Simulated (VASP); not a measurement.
Input of a VASP 6.6.1 run:

INCAR

```
PREC = Accurate
ENCUT = 600
EDIFF = 1E-6
ISMEAR = 0
SIGMA = 0.1
LREAL = F
LASPH = T
NELM = 100
ALGO = Normal
ISIF = 3
LWAVE = F
LCHARG = F
GGA = PE
IBRION = 2
NSW = 90
EDIFFG = -0.04
```

Contents of KPOINTS:

```
regular mesh
0
Gamma
  4 4 4
```

Contents of POSCAR:

```
Zr2CdF6
1.0
    0.0000000000      4.0047614500      4.0047614500
    4.0047614500      0.0000000000      4.0047614500
    4.0047614500      4.0047614500      0.0000000000
Zr Cd F
2 1 6
Direct
    0.2500000000      0.2500000000      0.2500000000
    0.7500000000      0.7500000000      0.7500000000
    0.0000000000      0.0000000000      0.0000000000
    0.7500000000      0.2500000000      0.2500000000
    0.2500000000      0.7500000000      0.7500000000
    0.2500000000      0.7500000000      0.2500000000
    0.7500000000      0.2500000000      0.7500000000
    0.2500000000      0.2500000000      0.7500000000
    0.7500000000      0.7500000000      0.2500000000
```

Potentials or basis: VASP PAW PBE potentials, release 64 (Zr_sv, Cd, F).

Command:

```sh
$ cat potpaw_PBE.64/Zr_sv/POTCAR potpaw_PBE.64/Cd/POTCAR potpaw_PBE.64/F/POTCAR > POTCAR
$ mpirun -np 1 vasp_std > vasp.out
```

Question: Predict the space group after relaxing (to 0.1 Å).

Answer: Fm-3m (No. 225).

Question: Estimate the relaxed cell.

Answer: a = 5.577 Å, b = 5.577 Å, c = 5.577 Å, α = 60.00°, β = 60.00°, γ = 60.00°.

Question: Predict the relaxed volume.

Answer: 13.63 Å³/atom.

Question: What does it give for the band gap on the k mesh?

Answer: Zero (bands 39 and 40 overlap by 1.20 eV).

Final structure:
```
Zr Cd F
1.0
     0.00000    3.94338    3.94338
     3.94338    0.00000    3.94338
     3.94338    3.94338    0.00000
Zr Cd F
2 1 6
Direct
  0.25000 0.25000 0.25000
  0.75000 0.75000 0.75000
  0.00000 0.00000 0.00000
  0.72921 0.27079 0.27079
  0.27079 0.72921 0.72921
  0.27079 0.72921 0.27079
  0.72921 0.27079 0.72921
  0.27079 0.27079 0.72921
  0.72921 0.72921 0.27079
```

Caveat: the cell differs from its parent crystal (atoms taken out).
